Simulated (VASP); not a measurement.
# BeTe (Pm-3m) in VASP: a series of runs

The runs below take BeTe through vibrations by perturbation theory, with LDA.

Everything below comes from runs of VASP 6.6.1. Logs are shortened: lines on timing, memory, paths and dates and some standing lists are left out, and cuts for length are marked.

## 1. The cell of the first run

The structure is cubic, space group Pm-3m (No. 221). Conventional cell: a = 3.290 Å, b = 3.290 Å, c = 3.290 Å, α = 90.00°, β = 90.00°, γ = 90.00°. Be (site symmetry m-3m) has 8 Te at 2.85 Å and 6 Be at 3.29 Å within 3.8 Å. Within 3.8 Å of Te (site symmetry m-3m) lie 8 Be at 2.85 Å and 6 Te at 3.29 Å.

## 2. Vibrations by perturbation theory, LDA

Contents of INCAR:

```
SYSTEM = BeTe
ALGO = Normal ; EDIFF = 1E-8
ENCUT = 520 ; IBRION = 8
ISIF = 2 ; ISMEAR = -1
LASPH = .TRUE. ; LCHARG = .FALSE.
LREAL = .FALSE. ; LWAVE = .FALSE.
NELM = 100 ; NSW = 1
PREC = Accurate ; SIGMA = 0.15
```

Contents of KPOINTS:

```
k-points
0
G
  12 12 12
  0 0 0
```

Contents of POSCAR:

```
BeTe
1.0
    3.2904000000      0.0000000000      0.0000000000
    0.0000000000      3.2904000000      0.0000000000
    0.0000000000      0.0000000000      3.2904000000
Be Te
1 1
Direct
    0.0000000000      0.0000000000      0.0000000000
    0.5000000000      0.5000000000      0.5000000000
```

Potentials or basis: VASP PAW LDA potentials, release 64 (Be, Te).

Started as:

```bash
> cat potpaw_LDA.64/Be/POTCAR potpaw_LDA.64/Te/POTCAR > POTCAR
> mpirun -np 1 vasp_std > vasp.out
```

OUTCAR:

```text
SYSTEM = BeTe
   EDIFF = 1E-8
   ENCUT = 520
   IBRION = 8
   ISIF = 2
   ISMEAR = -1
   LASPH = .TRUE.
   LREAL = .FALSE.
   NELM = 100
   NSW = 1
   PREC = Accurate

 ion  position               nearest neighbor table
   1  0.000  0.000  0.000-   2 2.85   2 2.85   2 2.85   2 2.85   2 2.85   2 2.85   2 2.85   2 2.85

   2  0.500  0.500  0.500-   1 2.85   1 2.85   1 2.85   1 2.85   1 2.85   1 2.85   1 2.85   1 2.85

  LATTYP: Found a simple cubic cell.
 ALAT       =     3.2904000000

  Lattice vectors:

 A1 = (   3.2904000000,   0.0000000000,   0.0000000000)
 A2 = (   0.0000000000,   3.2904000000,   0.0000000000)
 A3 = (   0.0000000000,   0.0000000000,   3.2904000000)

Analysis of symmetry for initial positions (statically):
=====================================================================
 Subroutine PRICEL returns:
 Original cell was already a primitive cell.

 Routine SETGRP: Setting up the symmetry group for a
 simple cubic supercell.

 Subroutine GETGRP returns: Found 48 space group operations
 (whereof 48 operations were pure point group operations)
 out of a pool of 48 trial point group operations.

The static configuration has the point symmetry O_h .

Analysis of symmetry for dynamics (positions and initial velocities):
=====================================================================
 Subroutine PRICEL returns:
 Original cell was already a primitive cell.

 Routine SETGRP: Setting up the symmetry group for a
 simple cubic supercell.

 Subroutine GETGRP returns: Found 48 space group operations
 (whereof 48 operations were pure point group operations)
 out of a pool of 48 trial point group operations.

The dynamic configuration has the point symmetry O_h .

 Subroutine INISYM returns: Found 48 space group operations
 (whereof 48 operations are pure point group operations),
 and found     1 'primitive' translations

----------------------------------------------------------------------------------------

                                     Primitive cell

  volume of cell :      35.6243

  direct lattice vectors                    reciprocal lattice vectors
     3.290400000  0.000000000  0.000000000     0.303914418  0.000000000  0.000000000
     0.000000000  3.290400000  0.000000000     0.000000000  0.303914418  0.000000000
     0.000000000  0.000000000  3.290400000     0.000000000  0.000000000  0.303914418

  length of vectors
     3.290400000  3.290400000  3.290400000     0.303914418  0.303914418  0.303914418

  position of ions in fractional coordinates (direct lattice)
     0.000000000  0.000000000  0.000000000
     0.500000000  0.500000000  0.500000000

  ion indices of the primitive-cell ions
   primitive index   ion index
                 1           1
                 2           2

----------------------------------------------------------------------------------------

 KPOINTS: k-points

Automatic generation of k-mesh.
 Grid dimensions read from file:
 generate k-points for:   12   12   12

 Generating k-lattice:

  Cartesian coordinates                     Fractional coordinates (reciprocal lattice)
     0.025326201  0.000000000  0.000000000     0.083333333  0.000000000  0.000000000
     0.000000000  0.025326201  0.000000000     0.000000000  0.083333333  0.000000000
     0.000000000  0.000000000  0.025326201     0.000000000  0.000000000  0.083333333

  Length of vectors
     0.025326201  0.025326201  0.025326201

  Shift w.r.t. Gamma in fractional coordinates (k-lattice)
     0.000000000  0.000000000  0.000000000
[... 73 lines left out ...]
  Fermi-wavevector in a.u.,A,eV,Ry     =   0.995076  1.880420 13.472158  0.990176
  Thomas-Fermi vector in A             =   2.127071
   LORBIT       =      0    0 simple, 1 ext, 2 COOP (PROOUT), +10 PAW based schemes
   GGA     = CA    functional components
   LHFCALC =     F    Hartree Fock is set to
   AEXX    =    0.0000 exact exchange contribution
   IVDW    =     0    specifies the selected vdW correction
   LEPSILON=     F    determine dielectric tensor
   LRPA    =     F    only Hartree local field effects (RPA)
 non-spin polarized calculation
  energy-cutoff  :      520.00
  volume of cell :       35.62
 maximum number of plane-waves:       976
   NGX = 13   NGY = 13   NGZ = 13

--------------------------------------- Ionic step        1  -------------------------------------------

 number of electron       7.9999999 magnetization

 Free energy of the ion-electron system (eV)
  ---------------------------------------------------
  ext. energy  EPLUGINS =         0.00000000
  ---------------------------------------------------
  free energy    TOTEN  =        -6.59229175 eV

  energy without entropy =       -6.51725937  energy(sigma->0) =       -6.55477556

 E-fermi :   8.5667     XC(G=0): -10.4697

 val. band max:        8.5650881576   @ k =   0.5000   0.4167   0.1667
 cond. band min:       8.5854307077   @ k =   0.4167   0.1667   0.0833
 fundamental gap:      0.0203425501
 Fermi energy:         8.5667334934

 k-point     1 :       0.0000    0.0000    0.0000
  band No.  band energies     occupation
      1      -5.9662      2.00000
      2       7.2590      1.99967
      3       7.2590      1.99967
      4       7.2590      1.99967
      5       9.6149      0.00184
      6      12.5912      0.00000
      7      12.5912      0.00000
      8      17.1212      0.00000
[... 243 lines left out ...]
 k-point    24 :       0.4167    0.3333    0.0000
  band No.  band energies     occupation
      1      -3.2518      2.00000
      2       2.0332      2.00000
      3       3.4923      2.00000
      4       7.7226      1.99283
      5      10.2797      0.00002
      6      13.3592      0.00000
      7      13.7495      0.00000
      8      15.0062      0.00000

 [... further k-points ...]
[... 5 lines left out ...]
  --------------------------------------------------------------------------------------
  -------------------------------------------------------------------------------------
  Total        0.2066155      0.2066155      0.2066155      0.0000000      0.0000000     -0.0000000
  in kB        9.2923890      9.2923890      9.2923890      0.0000000      0.0000000     -0.0000000
  external PRESSURE =       9.2923890 kB  Pullay stress =       0.0000000 kB

 VOLUME and BASIS-vectors are now :
 -----------------------------------------------------------------------------
  energy-cutoff  :      520.00
  volume of cell :       35.62
      direct lattice vectors                 reciprocal lattice vectors
     3.290400000  0.000000000  0.000000000     0.303914418  0.000000000  0.000000000
     0.000000000  3.290400000  0.000000000     0.000000000  0.303914418  0.000000000
     0.000000000  0.000000000  3.290400000     0.000000000  0.000000000  0.303914418

 POSITION                                       TOTAL-FORCE (eV/Angst)
 -----------------------------------------------------------------------------------
      0.00000      0.00000      0.00000         0.000000      0.000000      0.000000
      1.64520      1.64520      1.64520         0.000000      0.000000      0.000000
 -----------------------------------------------------------------------------------
    total drift:                               -0.000000     -0.000000     -0.000000

  FREE ENERGIE OF THE ION-ELECTRON SYSTEM (eV)
  ---------------------------------------------------
  free  energy   TOTEN  =        -6.5922917514 eV

  energy  without entropy=       -6.5172593703  energy(sigma->0) =       -6.55477556

[... ionic steps 2 to 3 ...]

--------------------------------------- Ionic step        4  -------------------------------------------

------------------------ aborting loop because EDIFF is reached ----------------------------------------

[... ionic steps 5 to 6 ...]

--------------------------------------- Ionic step        7  -------------------------------------------

 Free energy of the ion-electron system (eV)
  ---------------------------------------------------
  ---------------------------------------------------
  free energy    TOTEN  =        -0.03976951 eV

  energy without entropy =       -0.03976951

------------------------ aborting loop because EDIFF is reached ----------------------------------------

 INTERNAL STRAIN TENSOR  FOR ION    2  DIRECTION 1   (eV/Angst):
 -----------------------------------------------------------------------------
    -0.01831  0.00000  0.00000
     0.00000  0.00614  0.00000
    -0.00000  0.00000  0.00614

 INTERNAL STRAIN TENSOR FOR ION    2 for displacements in x,y,z  (eV/Angst):
          X           Y           Z          XY          YZ          ZX
  --------------------------------------------------------------------------------
  x     0.00000     0.00000     0.00000     0.00000     0.00000     0.00000
  y     0.00000     0.00000     0.00000     0.00000     0.00000     0.00000
  z     0.00000     0.00000     0.00000     0.00000     0.00000     0.00000

 SECOND DERIVATIVES (NOT SYMMETRIZED)
 ------------------------------------
               1X          1Y          1Z          2X          2Y          2Z
  1X     0.403761    0.000000   -0.000000   -0.403761   -0.000000    0.000000
  1Y     0.000000    0.403761    0.000000   -0.000000   -0.403761   -0.000000
  1Z     0.000000   -0.000000    0.403761   -0.000000    0.000000   -0.403761
  2X    -0.402879    0.000000   -0.000000    0.402879    0.000000    0.000000
  2Y     0.000000   -0.402879    0.000000   -0.000000    0.402879    0.000000
  2Z     0.000000    0.000000   -0.402879    0.000000   -0.000000    0.402879

 Eigenvectors and eigenvalues of the dynamical matrix
 ----------------------------------------------------

   1 f  =    0.000929 THz     0.005835 2PiTHz    0.030978 cm-1     0.003841 meV
             X         Y         Z           dx          dy          dz
      0.000000  0.000000  0.000000     0.000000    0.006247   -0.256517
      1.645200  1.645200  1.645200     0.000000    0.023532   -0.966233
[... 21 lines left out ...]
   6 f/i=    3.423480 THz    21.510357 2PiTHz  114.194991 cm-1    14.158368 meV
             X         Y         Z           dx          dy          dz
      0.000000  0.000000  0.000000    -0.000000    0.966519    0.000000
      1.645200  1.645200  1.645200     0.000000   -0.256593    0.000000

--------------------------------------------------------------------------------------------------------

 ELASTIC MODULI CONTR FROM IONIC RELAXATION (kBar)
 Direction    XX          YY          ZZ          XY          YZ          ZX
 --------------------------------------------------------------------------------
 XX           0.0000      0.0000      0.0000      0.0000      0.0000      0.0000
 YY           0.0000      0.0000      0.0000      0.0000      0.0000      0.0000
 ZZ           0.0000      0.0000      0.0000      0.0000      0.0000      0.0000
 XY           0.0000      0.0000      0.0000      0.0000      0.0000      0.0000
 YZ           0.0000      0.0000      0.0000      0.0000      0.0000      0.0000
 ZX           0.0000      0.0000      0.0000      0.0000      0.0000      0.0000
 --------------------------------------------------------------------------------
```

Run time: 67 s. Hardware: 1 thread of AMD EPYC 7R13 (Zen 3), shared host; peak memory 0.24 GiB.

Results:

```yaml
Highest_phonon_frequency_at_Γ_LO-TO_splitting_left_out: 0 cm⁻¹
Most_unstable_mode: 114i cm⁻¹
```

Phonon frequencies in cm⁻¹ (negative: imaginary):
```csv
q point,frequencies
"(0.000, 0.000, 0.000)",-114 -114 -114 0 0 0
```

Caveat: some modes are imaginary; spin-orbit coupling is left out, which moves the levels of the heavy elements.

## 3. Vibrations by perturbation theory, LDA

This run uses another cell than the first one, of 16.74 Å³/atom, 0.940 times its volume.

Contents of INCAR:

```
SYSTEM = BeTe
PREC = Accurate
ENCUT = 520
EDIFF = 1E-8
ISMEAR = -1
SIGMA = 0.15
LREAL = .False.
LASPH = .True.
NELM = 100
ALGO = Normal
ISIF = 2
LWAVE = .False.
LCHARG = .False.
GGA = CA
IBRION = 8
NSW = 1
```

Contents of KPOINTS:

```
Automatic mesh
0
Gamma
  14 14 14
  0 0 0
```

Contents of POSCAR:

```
BeTe
1.0
    3.2232000000      0.0000000000      0.0000000000
    0.0000000000      3.2232000000      0.0000000000
    0.0000000000      0.0000000000      3.2232000000
Be Te
1 1
Direct
    0.0000000000      0.0000000000      0.0000000000
    0.5000000000      0.5000000000      0.5000000000
```

Potentials or basis: VASP PAW LDA potentials, release 64 (Be, Te).

Started as:

```bash
> cat potpaw_LDA.64/Be/POTCAR potpaw_LDA.64/Te/POTCAR > POTCAR
> mpirun -np 1 vasp_std > vasp.out
```

OUTCAR:

```text
SYSTEM = BeTe
   PREC = Accurate
   ENCUT = 520
   EDIFF = 1E-8
   ISMEAR = -1
   LREAL = .False.
   LASPH = .True.
   NELM = 100
   ISIF = 2
   GGA = CA
   IBRION = 8
   NSW = 1

 ion  position               nearest neighbor table
   1  0.000  0.000  0.000-   2 2.79   2 2.79   2 2.79   2 2.79   2 2.79   2 2.79   2 2.79   2 2.79

   2  0.500  0.500  0.500-   1 2.79   1 2.79   1 2.79   1 2.79   1 2.79   1 2.79   1 2.79   1 2.79

  LATTYP: Found a simple cubic cell.
 ALAT       =     3.2232000000

  Lattice vectors:

[... 519 lines left out ...]
               1X          1Y          1Z          2X          2Y          2Z
  1X    -0.149957    0.000000   -0.000000    0.149957   -0.000000    0.000000
  1Y     0.000000   -0.149957    0.000000   -0.000000    0.149957   -0.000000
  1Z     0.000000    0.000000   -0.149957   -0.000000   -0.000000    0.149957
  2X     0.149451   -0.000000    0.000000   -0.149451    0.000000    0.000000
  2Y    -0.000000    0.149451    0.000000    0.000000   -0.149451   -0.000000
  2Z    -0.000000   -0.000000    0.149451    0.000000    0.000000   -0.149451

 Eigenvectors and eigenvalues of the dynamical matrix
 ----------------------------------------------------

   1 f  =    2.086273 THz    13.108440 2PiTHz   69.590579 cm-1     8.628128 meV
             X         Y         Z           dx          dy          dz
      0.000000  0.000000  0.000000     0.966557   -0.000000    0.000000
      1.611600  1.611600  1.611600    -0.256451    0.000000    0.000000
[... 21 lines left out ...]
   6 f/i=    0.000873 THz     0.005486 2PiTHz    0.029126 cm-1     0.003611 meV
             X         Y         Z           dx          dy          dz
      0.000000  0.000000  0.000000     0.000000    0.000000   -0.256451
      1.611600  1.611600  1.611600    -0.000000    0.000000   -0.966557

--------------------------------------------------------------------------------------------------------

 ELASTIC MODULI CONTR FROM IONIC RELAXATION (kBar)
 Direction    XX          YY          ZZ          XY          YZ          ZX
 --------------------------------------------------------------------------------
 XX           0.0000      0.0000      0.0000      0.0000      0.0000      0.0000
 YY           0.0000      0.0000      0.0000      0.0000      0.0000      0.0000
 ZZ           0.0000      0.0000      0.0000      0.0000      0.0000      0.0000
 XY           0.0000      0.0000      0.0000      0.0000      0.0000      0.0000
 YZ           0.0000      0.0000      0.0000      0.0000      0.0000      0.0000
 ZX           0.0000      0.0000      0.0000      0.0000      0.0000      0.0000
 --------------------------------------------------------------------------------
```

OSZICAR:

```text
N       E                     dE             d eps       ncg     rms          rms(c)
DAV:   1     0.181247292113E+02    0.18125E+02   -0.35998E+03  1920   0.840E+02
DAV:   2    -0.608497540967E+01   -0.24210E+02   -0.23677E+02  2808   0.935E+01
[... 35 lines left out ...]
RMM:   6    -0.387543785446E-01    0.41638E-05   -0.19821E-08  7331   0.925E-04    0.475E-04
RMM:   7    -0.387551214356E-01   -0.74289E-06   -0.28392E-10  6958   0.323E-04    0.683E-05
RMM:   8    -0.387551782389E-01   -0.56803E-07    0.24794E-08  7856   0.636E-05    0.338E-05
RMM:   9    -0.387552612185E-01   -0.82980E-07    0.59176E-10  7828   0.109E-05    0.425E-06
RMM:  10    -0.387552788169E-01   -0.17598E-07   -0.17651E-08  6792   0.328E-06    0.482E-07
RMM:  11    -0.387552781863E-01    0.63063E-09    0.49070E-09  3217   0.126E-06    0.251E-07
 Linear response finished
```

stdout:

```text
POSCAR found type information on POSCAR BeTe
 POSCAR found :  2 types and       2 ions
 scaLAPACK will be used
 LDA part: xc-table for (Slater(with rela. corr.)+CA(PZ))
 , standard interpolation
 POSCAR, INCAR and KPOINTS ok, starting setup
 FFT: planning ... GRIDC
 FFT: planning ... GRID_SOFT
 FFT: planning ... GRID
 WAVECAR not read
 entering main loop
 Linear response reoptimize wavefunctions to high precision
 Linear response DOF=           2
 Linear response progress:
 first order change of Fermi-energy   0.17745E-03
 force on displaced ion       1 direction 1 :  -0.150   0.000   0.000
 Linear response progress:
 first order change of Fermi-energy  -0.18337E-03
 force on displaced ion       2 direction 1 :  -0.149   0.000  -0.000
 Linear response finished
```

Run time: 96 s. Hardware: 1 thread of AMD EPYC 7R13 (Zen 3), shared host; peak memory 0.3 GiB.

Results:

```yaml
Highest_phonon_frequency_at_Γ_LO-TO_splitting_left_out: 70 cm⁻¹
```

Phonon frequencies in cm⁻¹ (negative: imaginary):
```tsv
q point	frequencies
(0.000, 0.000, 0.000)	0 0 0 70 70 70
```

Caveat: the cell wasn't relaxed at this level first, which shifts response properties; spin-orbit coupling is left out, which moves the levels of the heavy elements.
